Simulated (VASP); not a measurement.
Input of a VASP 6.6.1 run:

Contents of INCAR:

```
PREC     = Accurate       # precision mode
ENCUT    = 520            # plane-wave cutoff, eV
EDIFF    = 1E-7           # SCF threshold, eV
ISMEAR   = 0              # smearing method
SIGMA    = 0.1            # smearing width, eV
LREAL    = F              # projectors in reciprocal space
LASPH    = T              # aspherical terms in the spheres
NELM     = 60             # most SCF steps
ALGO     = Normal         # electronic algorithm
ISIF     = 2              # what is computed and relaxed
LWAVE    = F              # write WAVECAR
LCHARG   = F              # write CHGCAR
GGA      = PE             # functional
NBANDS   = 31             # bands
```

KPOINTS

```
Automatic mesh
0
Gamma
  4 4 2
```

File POSCAR:

```
Mg3CdS4
1.0
    3.7522800514      0.0000000000      0.0000000000
    0.0000000000      3.7522800514      0.0000000000
    0.0000000000      0.0000000000     10.6323815453
Mg Cd S
3 1 4
Direct
    0.0000000000      0.0000000000      0.7543919888
    0.5000000000      0.5000000000      0.0000000000
    0.0000000000      0.0000000000      0.2456080112
    0.5000000000      0.5000000000      0.5000000000
    0.0000000000      0.0000000000      0.0000000000
    0.5000000000      0.5000000000      0.2431612480
    0.0000000000      0.0000000000      0.5000000000
    0.5000000000      0.5000000000      0.7568387520
```

Potentials or basis: VASP PAW PBE potentials, release 64 (Mg, Cd, S).

Launch:

```bash
$ cat potpaw_PBE.64/Mg/POTCAR potpaw_PBE.64/Cd/POTCAR potpaw_PBE.64/S/POTCAR > POTCAR
$ mpirun -np 1 vasp_std > vasp.out
```

(1) Estimate the band gap on the k mesh.

(2) Estimate the largest force.

(3) Estimate the pressure.

## Answers

(1) 1.02 eV, indirect (least direct gap 1.84 eV).

(2) 0.023 eV/Å.

(3) 0.1 GPa.
